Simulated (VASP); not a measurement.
# Re (P6_3/mmc) in VASP: a series of runs

Re is run at these levels: LDA; tasks: single point, relaxation of cell and atoms.

Program: VASP 6.6.1. These are calculated values, not measurements. Logs are shortened: lines on timing, memory, paths and dates and some standing lists are left out, and cuts for length are marked.

### Step 1. The cell of the first run

The structure is hexagonal, space group P6_3/mmc (No. 194). Conventional cell: a = 2.738 Å, b = 2.738 Å, c = 4.415 Å, α = 90.00°, β = 90.00°, γ = 120.00°. Re (site symmetry -6m2) has 12 Re at 2.72 to 2.74 Å within 3.6 Å.

### Step 2. Single point, LDA

INCAR

```
PREC     = Accurate       # precision mode
ENCUT    = 520            # plane-wave cutoff, eV
EDIFF    = 1E-6           # SCF threshold, eV
ISMEAR   = -1             # smearing method
SIGMA    = 0.05           # smearing width, eV
LREAL    = False          # projectors in reciprocal space
LASPH    = True           # aspherical terms in the spheres
NELM     = 100            # most SCF steps
ALGO     = Normal         # electronic algorithm
ISIF     = 2              # what is computed and relaxed
LWAVE    = False          # write WAVECAR
LCHARG   = False          # write CHGCAR
GGA      = CA             # functional
NBANDS   = 14             # bands
```

KPOINTS

```
Automatic mesh
0
Gamma
  21 21 12
```

POSCAR

```
Re
1.0
    2.7378445059      0.0000000000      0.0000000000
   -1.3689222529      2.3710428937      0.0000000000
    0.0000000000      0.0000000000      4.4151473500
Re
2
Direct
    0.3333333333      0.6666666667      0.2500000000
    0.6666666667      0.3333333333      0.7500000000
```

Potentials or basis: VASP PAW LDA potentials, release 64 (Re).

The run is started by

```
$ cat potpaw_LDA.64/Re/POTCAR > POTCAR
$ mpirun -np 1 vasp_std > vasp.out
```

OUTCAR:

```text
PREC = Accurate
   ENCUT = 520
   EDIFF = 1E-6
   ISMEAR = -1
   LREAL = False
   LASPH = True
   NELM = 100
   ISIF = 2
   GGA = CA

 ion  position               nearest neighbor table
   1  0.333  0.667  0.250-   2 2.72   2 2.72   2 2.72   2 2.72   2 2.72   2 2.72
   2  0.667  0.333  0.750-   1 2.72   1 2.72   1 2.72   1 2.72   1 2.72   1 2.72

  LATTYP: Found a hexagonal cell.
 ALAT       =     2.7378445059
 C/A-ratio  =     1.6126362693

  Lattice vectors:

 A1 = (   2.7378445059,   0.0000000000,   0.0000000000)
 A2 = (  -1.3689222529,   2.3710428937,   0.0000000000)
 A3 = (   0.0000000000,   0.0000000000,   4.4151473500)

Analysis of symmetry for initial positions (statically):
=====================================================================
 Subroutine PRICEL returns:
 Original cell was already a primitive cell.

 Routine SETGRP: Setting up the symmetry group for a
 hexagonal supercell.

 Subroutine GETGRP returns: Found 24 space group operations
 (whereof 12 operations were pure point group operations)
 out of a pool of 24 trial point group operations.

The static configuration has the point symmetry D_3d.
 The point group associated with its full space group is D_6h.

Analysis of symmetry for dynamics (positions and initial velocities):
=====================================================================
 Subroutine PRICEL returns:
 Original cell was already a primitive cell.

 Routine SETGRP: Setting up the symmetry group for a
 hexagonal supercell.

 Subroutine GETGRP returns: Found 24 space group operations
 (whereof 12 operations were pure point group operations)
 out of a pool of 24 trial point group operations.

The dynamic configuration has the point symmetry D_3d.
 The point group associated with its full space group is D_6h.

 Subroutine INISYM returns: Found 24 space group operations
 (whereof 12 operations are pure point group operations),
 and found     1 'primitive' translations

----------------------------------------------------------------------------------------

                                     Primitive cell

  volume of cell :      28.6611

  direct lattice vectors                    reciprocal lattice vectors
     2.737844506  0.000000000  0.000000000     0.365250838  0.210877670  0.000000000
    -1.368922253  2.371042894  0.000000000     0.000000000  0.421755339  0.000000000
     0.000000000  0.000000000  4.415147350     0.000000000  0.000000000  0.226493007

  length of vectors
     2.737844506  2.737844506  4.415147350     0.421755339  0.421755339  0.226493007

  position of ions in fractional coordinates (direct lattice)
     0.333333333  0.666666667  0.250000000
     0.666666667  0.333333333  0.750000000

  ion indices of the primitive-cell ions
   primitive index   ion index
                 1           1
                 2           2

----------------------------------------------------------------------------------------

 KPOINTS: Automatic mesh

Automatic generation of k-mesh.
 Grid dimensions read from file:
 generate k-points for:   21   21   12

 Generating k-lattice:

  Cartesian coordinates                     Fractional coordinates (reciprocal lattice)
     0.017392897  0.010041794  0.000000000     0.047619048  0.000000000  0.000000000
     0.000000000  0.020083588  0.000000000     0.000000000  0.047619048  0.000000000
     0.000000000  0.000000000  0.018874417     0.000000000  0.000000000  0.083333333

  Length of vectors
     0.020083588  0.020083588  0.018874417

  Shift w.r.t. Gamma in fractional coordinates (k-lattice)
     0.000000000  0.000000000  0.000000000

 Subroutine IBZKPT returns following result:
 ===========================================

 Found    336 irreducible k-points:

 Following reciprocal coordinates:
            Coordinates               Weight
  0.000000  0.000000  0.000000      1.000000
  0.047619  0.000000  0.000000      6.000000
  0.095238  0.000000  0.000000      6.000000
  0.142857  0.000000  0.000000      6.000000
  0.190476  0.000000  0.000000      6.000000
  0.238095  0.000000  0.000000      6.000000
[... 16 lines left out ...]
  0.142857  0.095238  0.000000     12.000000
  0.190476  0.095238  0.000000     12.000000
 [... further k-points ...]
   k-points           NKPTS =    336   k-points in BZ     NKDIM =    336   number of bands    NBANDS=     14
   number of dos      NEDOS =    301   number of ions     NIONS =      2
   total plane-waves  NPLWV =  14400
   dimension x,y,z NGX =    20 NGY =   20 NGZ =   36
   dimension x,y,z NGXF=    40 NGYF=   40 NGZF=   72
   ions per type =               2
   NGX,Y,Z   is equivalent  to a cutoff of  12.14, 12.14, 13.56 a.u.
   NGXF,Y,Z  is equivalent  to a cutoff of  24.29, 24.29, 27.11 a.u.
 SYSTEM =  unknown system
   PREC   = accura    normal or accurate (medium, high low for compatibility)
   ISTART =      0    job   : 0-new  1-cont  2-samecut
   ICHARG =      2    charge: 1-file 2-atom 10-const
   ISPIN  =      1    spin polarized calculation?
   LNONCOLLINEAR =      F non collinear calculations
   LSORBIT =      F    spin-orbit coupling
   LASPH  =      T    aspherical Exc in radial PAW
   ENCUT  =  520.0 eV  38.22 Ry    6.18 a.u.   5.09  5.09  8.21*2*pi/ulx,y,z
   NELM   =    100;   NELMIN=  2; NELMDL= -5     # of ELM steps
   EDIFF  = 0.1E-05   stopping-criterion for ELM
   LREAL  =      F    real-space projection
   EDIFFG = 0.1E-04   stopping-criterion for IOM
   NSW    =      0    number of steps for IOM
   IBRION =     -1    ionic relax: 0-MD 1-quasi-New 2-CG
   NFREE  =      0    steps in history (QN), initial steepest desc. (CG)
   ISIF   =      2    stress and relaxation
   ISYM   =      2    0-nonsym 1-usesym 2-fastsym
   POTIM  = 0.5000    time-step for ionic-motion
   TEBEG  =    0.0;   TEEND  =   0.0 temperature during run
   PSTRESS=    0.0 pullay stress
   NELECT =      14.0000    total number of electrons
   NUPDOWN=      -1.0000    fix difference up-down
   EMIN   =  10.00;   EMAX   =-10.00  energy-range for DOS
   EFERMI =   0.00;   METHOD = LEGACY
   ISMEAR =    -1;   SIGMA  =   0.05  broadening in eV -4-tet -1-fermi 0-gaus
   EFERMI_NEDOS =   21; number of points for ismear=-14 and -15
   IALGO  =     38    algorithm
   IMIX   =      4    mixing-type and parameters
     AMIX     =   0.40;   BMIX     =  1.00
     AMIX_MAG =   1.60;   BMIX_MAG =  1.00
  volume/ion in A,a.u.               =      14.33        96.71
  Fermi-wavevector in a.u.,A,eV,Ry     =   1.289297  2.436418 22.616792  1.662287
  Thomas-Fermi vector in A             =   2.421199
   LORBIT       =      0    0 simple, 1 ext, 2 COOP (PROOUT), +10 PAW based schemes
   GGA     = CA    functional components
   LHFCALC =     F    Hartree Fock is set to
   AEXX    =    0.0000 exact exchange contribution
   IVDW    =     0    specifies the selected vdW correction
   LEPSILON=     F    determine dielectric tensor
   LRPA    =     F    only Hartree local field effects (RPA)
 non-spin polarized calculation
  energy-cutoff  :      520.00
  volume of cell :       28.66
 maximum number of plane-waves:       786
   NGX = 11   NGY = 11   NGZ = 17

 number of electron      14.0000001 magnetization

 Free energy of the ion-electron system (eV)
  ---------------------------------------------------
  ext. energy  EPLUGINS =         0.00000000
  ---------------------------------------------------
  free energy    TOTEN  =       -27.53542693 eV

  energy without entropy =      -27.52268598  energy(sigma->0) =      -27.52905645

 E-fermi :   8.1765     XC(G=0): -13.9843

 val. band max:        8.1739620855   @ k =   0.4286   0.0476   0.5000
 cond. band min:       8.1783600857   @ k =   0.0476   0.0000   0.0000
 fundamental gap:      0.0043980002
 Fermi energy:         8.1765271936

 k-point     1 :       0.0000    0.0000    0.0000
  band No.  band energies     occupation
      1      -1.7902      2.00000
      2       1.3816      2.00000
      3       6.5075      2.00000
      4       6.5075      2.00000
      5       6.5294      2.00000
      6       7.3843      2.00000
      7       7.3843      2.00000
      8       8.3332      0.08352
      9       8.3332      0.08352
     10       9.0035      0.00000
     11      11.6535      0.00000
     12      11.6535      0.00000
     13      18.5860      0.00000
     14      22.4239      0.00000

 k-point     2 :       0.0476    0.0000    0.0000
  band No.  band energies     occupation
      1      -1.6937      2.00000
      2       1.4727      2.00000
      3       6.1935      2.00000
      4       6.5961      2.00000
      5       6.8111      2.00000
      6       7.3136      2.00000
      7       7.4682      2.00000
      8       8.1784      0.98167
      9       8.2562      0.33765
     10       8.6744      0.00009
     11      11.7074      0.00000
     12      12.1415      0.00000
     13      18.5863      0.00000
     14      22.6425      0.00000

 k-point     3 :       0.0952    0.0000    0.0000
  band No.  band energies     occupation
      1      -1.4103      2.00000
      2       1.7336      2.00000
      3       5.8212      2.00000
      4       6.8595      2.00000
      5       7.0334      2.00000
      6       7.2026      2.00000
      7       7.5033      2.00000
      8       7.7172      1.99980
      9       8.0476      1.85884
     10       8.3447      0.06687
     11      11.8479      0.00000
     12      13.1652      0.00000
     13      18.5667      0.00000
     14      23.2634      0.00000
[... 324 lines left out ...]
 k-point    23 :       0.1429    0.0952    0.0000
  band No.  band energies     occupation
      1      -0.1245      2.00000
      2       2.7706      2.00000
      3       4.8558      2.00000
      4       5.5186      2.00000
      5       6.5022      2.00000
      6       6.9128      2.00000
      7       7.8926      1.99318
      8       8.1095      1.58536
      9       8.2362      0.46529
     10       9.1150      0.00000
     11      12.1551      0.00000
     12      16.1167      0.00000
     13      18.2630      0.00000
     14      25.0072      0.00000

 k-point    24 :       0.1905    0.0952    0.0000
  band No.  band energies     occupation
      1       0.5322      2.00000
      2       3.0696      2.00000
      3       4.6860      2.00000
      4       4.7984      2.00000
      5       6.3615      2.00000
      6       6.6120      2.00000
      7       7.8688      1.99576
      8       8.3552      0.05458
      9       9.0045      0.00000
     10       9.8882      0.00000
     11      12.2630      0.00000
     12      17.3017      0.00000
     13      18.0606      0.00000
     14      24.0236      0.00000

 [... further k-points ...]
[... 5 lines left out ...]
  --------------------------------------------------------------------------------------
  -------------------------------------------------------------------------------------
  Total        0.2914962      0.2914962      0.2607113      0.0000000      0.0000000      0.0000000
  in kB       16.2948395     16.2948395     14.5739420      0.0000000      0.0000000      0.0000000
  external PRESSURE =      15.7212070 kB  Pullay stress =       0.0000000 kB

 VOLUME and BASIS-vectors are now :
 -----------------------------------------------------------------------------
  energy-cutoff  :      520.00
  volume of cell :       28.66
      direct lattice vectors                 reciprocal lattice vectors
     2.737844506  0.000000000  0.000000000     0.365250838  0.210877670  0.000000000
    -1.368922253  2.371042894  0.000000000     0.000000000  0.421755339  0.000000000
     0.000000000  0.000000000  4.415147350     0.000000000  0.000000000  0.226493007

 POSITION                                       TOTAL-FORCE (eV/Angst)
 -----------------------------------------------------------------------------------
     -0.00000      1.58070      1.10379        -0.000000      0.000000      0.000000
      1.36892      0.79035      3.31136         0.000000     -0.000000      0.000000
 -----------------------------------------------------------------------------------
    total drift:                                0.000000     -0.000000     -0.000000

  FREE ENERGIE OF THE ION-ELECTRON SYSTEM (eV)
  ---------------------------------------------------
  free  energy   TOTEN  =       -27.5354269276 eV

  energy  without entropy=      -27.5226859818  energy(sigma->0) =      -27.52905645
```

Run time: 70 s. Hardware: 1 thread of Intel Xeon 6975P-C (Granite Rapids), shared host; peak memory 0.22 GiB.

What came out:

```
Free energy            : -27.5354 eV
Pressure               : 1.6 GPa
Band gap on the k mesh : zero (bands 7 and 8 overlap by 3.55 eV)
```

Caveat: spin-orbit coupling is left out, which moves the levels of the heavy elements.

### Step 3. Relaxation of cell and atoms, LDA

This run uses another cell than the first one, of 14.71 Å³/atom.

INCAR

```
PREC     = Accurate       # precision mode
ENCUT    = 600            # plane-wave cutoff, eV
EDIFF    = 1E-7           # SCF threshold, eV
ISMEAR   = -1             # smearing method
SIGMA    = 0.05           # smearing width, eV
LREAL    = F              # projectors in reciprocal space
LASPH    = T              # aspherical terms in the spheres
NELM     = 100            # most SCF steps
ALGO     = Normal         # electronic algorithm
ISIF     = 3              # what is computed and relaxed
LWAVE    = F              # write WAVECAR
LCHARG   = F              # write CHGCAR
GGA      = CA             # functional
IBRION   = 2              # ionic algorithm
NSW      = 100            # ionic steps
EDIFFG   = -0.003         # ionic threshold
```

KPOINTS is that of step 2.

POSCAR

```
Re
1.0
    2.7608000000      0.0000000000      0.0000000000
   -1.3804000000      2.3909229348      0.0000000000
    0.0000000000      0.0000000000      4.4582000000
Re
2
Direct
    0.3333333333      0.6666666667      0.2500000000
    0.6666666667      0.3333333333      0.7500000000
```

Potentials or basis: VASP PAW LDA potentials, release 64 (Re).

The run is started by

```
$ cat potpaw_LDA.64/Re/POTCAR > POTCAR
$ mpirun -np 1 vasp_std > vasp.out
```

OUTCAR:

```text
PREC = Accurate
   ENCUT = 600
   EDIFF = 1E-7
   ISMEAR = -1
   LREAL = F
   LASPH = T
   NELM = 100
   ISIF = 3
   GGA = CA
   IBRION = 2
   NSW = 100
   EDIFFG = -0.003

 ion  position               nearest neighbor table
   1  0.333  0.667  0.250-   2 2.74   2 2.74   2 2.74   2 2.74   2 2.74   2 2.74
   2  0.667  0.333  0.750-   1 2.74   1 2.74   1 2.74   1 2.74   1 2.74   1 2.74

  LATTYP: Found a hexagonal cell.
 ALAT       =     2.7608000000
 C/A-ratio  =     1.6148217908

  Lattice vectors:

 A1 = (   2.7608000000,   0.0000000000,   0.0000000000)
 A2 = (  -1.3804000000,   2.3909229348,   0.0000000000)
 A3 = (   0.0000000000,   0.0000000000,   4.4582000000)

Analysis of symmetry for initial positions (statically):
=====================================================================
 Subroutine PRICEL returns:
[... 369 lines left out ...]
 cond. band min:       8.1247153187   @ k =   0.0476   0.0000   0.0000
 fundamental gap:      0.0038008754
 Fermi energy:         8.1240330465

 k-point     1 :       0.0000    0.0000    0.0000
  band No.  band energies     occupation
      1      -1.8150      2.00000
      2       1.3600      2.00000
      3       6.4662      2.00000
      4       6.4662      2.00000
      5       6.4924      2.00000
      6       7.3383      2.00000
      7       7.3383      2.00000
      8       8.2784      0.08734
      9       8.2784      0.08734
     10       8.9451      0.00000
     11      11.5829      0.00000
[... 309 lines left out ...]
 k-point    24 :       0.1905    0.0952    0.0000
  band No.  band energies     occupation
      1       0.4977      2.00000
      2       3.0415      2.00000
      3       4.6531      2.00000
      4       4.7646      2.00000
      5       6.3215      2.00000
      6       6.5695      2.00000
      7       7.8171      1.99569
      8       8.3070      0.05023
      9       8.9480      0.00000
     10       9.8262      0.00000
     11      12.1886      0.00000

 [... further k-points ...]
[... 5 lines left out ...]
  --------------------------------------------------------------------------------------
  -------------------------------------------------------------------------------------
  Total        0.0023443      0.0023443      0.0002582      0.0000000      0.0000000     -0.0000000
  in kB        0.1305197      0.1305197      0.0143727      0.0000000      0.0000000     -0.0000000
  external PRESSURE =       0.0918040 kB  Pullay stress =       0.0000000 kB
[... 17 lines left out ...]
  FREE ENERGIE OF THE ION-ELECTRON SYSTEM (eV)
  ---------------------------------------------------
  free  energy   TOTEN  =       -27.5376274514 eV

  energy  without entropy=      -27.5248031108  energy(sigma->0) =      -27.53121528

 reached required accuracy - stopping structural energy minimisation
```

CONTCAR:

```text
Re
   1.00000000000000
     2.7418593738694681    0.0000000000000000    0.0000000000000000
    -1.3709296869347340    2.3745198714067182    0.0000000000000000
    -0.0000000000000000    0.0000000000000000    4.4201295155976039
  Re
     2
Direct
     0.3333333332999970    0.6666666667000030    0.2500000000000000
     0.6666666667000030    0.3333333332999970    0.7500000000000000

  0.00000000E+00  0.00000000E+00  0.00000000E+00
  0.00000000E+00  0.00000000E+00  0.00000000E+00
```

Run time: 5 min. Hardware: 1 thread of Intel Xeon 6975P-C (Granite Rapids), shared host; peak memory 0.27 GiB.

What came out:

```
Free energy                           : -27.5376 eV
Relaxed volume                        : 14.39 Å³/atom
Relaxed cell                          : a = 2.742 Å, b = 2.742 Å, c = 4.420 Å, α = 90.00°, β = 90.00°, γ = 120.00°
Space group after relaxing (to 0.1 Å) : P6_3/mmc (No. 194)
Energy gained by relaxing             : 9.1 meV/atom
Ionic steps                           : 10
Pressure after relaxing               : 0.0 GPa
Band gap on the k mesh                : zero (bands 7 and 8 overlap by 3.53 eV)
```

Step by step:
| step | energy change (eV) | largest force (eV/Å) | pressure (GPa) | volume (Å³) |
| --- | --- | --- | --- | --- |
| 1 | 0.0000 | 0.0000 | -8.77 | 29.43 |
| 2 | 0.3564 | 0.0000 | 49.37 | 26.13 |
| 3 | -0.0182 | 0.0000 | -0.42 | 28.81 |
| 4 | -0.0182 | 0.0000 | -0.05 | 28.78 |
| 5 | -0.0182 | 0.0000 | 0.14 | 28.77 |
| 6 | -0.0182 | 0.0000 | -0.47 | 28.81 |
| 7 | -0.0182 | 0.0000 | -0.11 | 28.79 |
| 8 | -0.0182 | 0.0000 | -0.10 | 28.78 |
| 9 | -0.0182 | 0.0000 | 0.20 | 28.76 |
| 10 | -0.0182 | 0.0000 | 0.01 | 28.78 |

Final structure:
```
Re
1.0
     2.74186    0.00000    0.00000
    -1.37093    2.37452    0.00000
     0.00000    0.00000    4.42013
Re
2
Cartesian
  0.0000 1.5830 1.1050
  1.3709 0.7915 3.3151
```

Caveat: spin-orbit coupling is left out, which moves the levels of the heavy elements. Zero-point motion and thermal expansion aren't in these numbers.
